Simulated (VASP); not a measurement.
Here is a VASP 6.6.1 calculation.

The input INCAR:

```
SYSTEM = Mg
PREC = Accurate
ENCUT = 520
EDIFF = 1E-8
ISMEAR = -1
SIGMA = 0.03
LREAL = .FALSE.
LASPH = .TRUE.
NELM = 80
ALGO = Normal
ISIF = 2
LWAVE = .FALSE.
LCHARG = .FALSE.
GGA = PE
LEFG = .TRUE.
NBANDS = 7
```

KPOINTS

```
regular mesh
0
G
  16 16 16
  0 0 0
```

Contents of POSCAR:

```
Mg
1.0
    0.0000000000      2.2442560000      2.2442560000
    2.2442560000      0.0000000000      2.2442560000
    2.2442560000      2.2442560000      0.0000000000
Mg
1
Direct
    0.0000000000      0.0000000000      0.0000000000
```

Potentials or basis: VASP PAW PBE potentials, release 64 (Mg).

The run is started by

```bash
$ cat potpaw_PBE.64/Mg/POTCAR > POTCAR
$ mpirun -np 1 vasp_std > vasp.out
```

(1) What does it give for the band gap on the k mesh?

(2) What does it give for the pressure?

Results:

(1) zero (band 1 reaches 4.16 eV, above the bottom of band 2 at 1.42 eV).

(2) 0.7 GPa.

Caveat: without QUAD_EFG the Cq values of the log hold for a quadrupole moment of 1 mb, not for the nuclei.
